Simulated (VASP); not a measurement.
Crystal: Be2P.

```
CELL_PARAMETERS angstrom
3.41598 -0.00287 0.07222
-1.71047 2.93841 0.01376
0.17921 0.14289 8.38233
ATOMIC_POSITIONS crystal
Be 0.00718 0.98131 0.39227
Be 0.01050 0.00201 0.88123
Be 0.99526 0.00728 0.11255
Be 0.98481 0.00377 0.61564
P 0.33771 0.67113 0.49584
P 0.33120 0.66784 0.00246
```

```yaml
Program: VASP 6.6.1
Task: relaxation of cell and atoms
Functional: PBE
Potentials_or_basis: VASP PAW PBE potentials, release 64 (Be, P)
Cutoff: 600 eV
k_mesh: 6 × 6 × 4
Occupations: gaussian, width 0.2 eV
Spin: no spin polarisation
```

At the start: pressure 1.8 GPa; volume 14.01 Å³/atom.

Problem. Where does the relaxation end?

Solution. Over 36 steps the energy falls by 220.5 meV/atom and the volume is 11.59 Å³/atom (-17.2 %); space group P1 (No. 1, to 0.1 Å) before, R3m (No. 160, to 0.1 Å).

Step by step:
```
step  energy change (eV)  largest force (eV/Å)  pressure (GPa)  volume (Å³)
   1              0.0000                1.4719            1.82        84.03
   2             -0.0998                0.3183           -1.47        85.97
   3             -0.1024                0.2449           -1.03        85.69
   4             -0.1209                0.1887           -0.37        84.76
   5             -0.1355                0.2341            0.93        83.13
   6             -0.1515                0.2059            0.50        83.35
   7             -0.1771                0.3355           -0.66        83.95
   8             -0.1913                0.3500           -0.72        83.83
   9             -0.2285                0.4996           -0.92        83.42
  10             -0.2560                1.0843           -1.45        82.41
  11             -0.2652                1.0921           -1.54        82.20
  12             -0.2877                1.1251           -1.82        81.54
  13             -0.3071                1.2266           -2.29        80.14
  14             -0.3559                1.0510           -2.18        79.39
  15             -0.4678                0.5843           -1.71        77.15
  16             -0.5680                0.9329            0.03        72.76
  17             -0.6438                0.8366            0.42        71.56
  18             -0.8115                0.7323            2.80        67.92
  19             -0.8088                0.8715            4.64        66.50
  20             -0.8177                0.7472            3.47        67.35
  21             -0.9321                0.7781            2.90        67.26
  22             -0.9462                0.8728            3.00        67.18
  23             -1.0540                0.5926            0.82        68.47
  24             -1.1410                0.4589           -2.56        71.04
  25             -1.2333                0.3735           -1.18        70.34
  26             -1.2796                0.3609            0.81        69.46
  27             -1.2800                0.3800            1.08        69.35
  28             -1.3063                0.1453           -0.02        70.00
  29             -1.3089                0.1631           -0.44        70.28
  30             -1.3170                0.0969           -0.23        70.05
  31             -1.3181                0.1240           -0.13        69.94
  32             -1.3212                0.0470            0.01        69.73
  33             -1.3215                0.0507            0.07        69.64
  34             -1.3226                0.0343           -0.03        69.64
  35             -1.3227                0.0413           -0.07        69.64
  36             -1.3230                0.0187            0.03        69.55
```

Final structure:
```xyz
6
Lattice="3.3585 -0.0126 0.7179 -1.7461 2.9533 0.0339 1.8366 1.0016 7.5599" Properties=species:S:1:pos:R:3 pbc="T T T"
Be    1.1297    0.6362    2.8312
Be    2.0497    1.1402    6.6134
Be    1.3649    2.7922    1.8221
Be    2.2913    3.2757    5.6007
P     0.9044    2.4823    3.9195
P     1.8240    2.9899    7.7000
```

Caveat: the volume moved by over 15 % at a fixed basis, so the end points are rough.
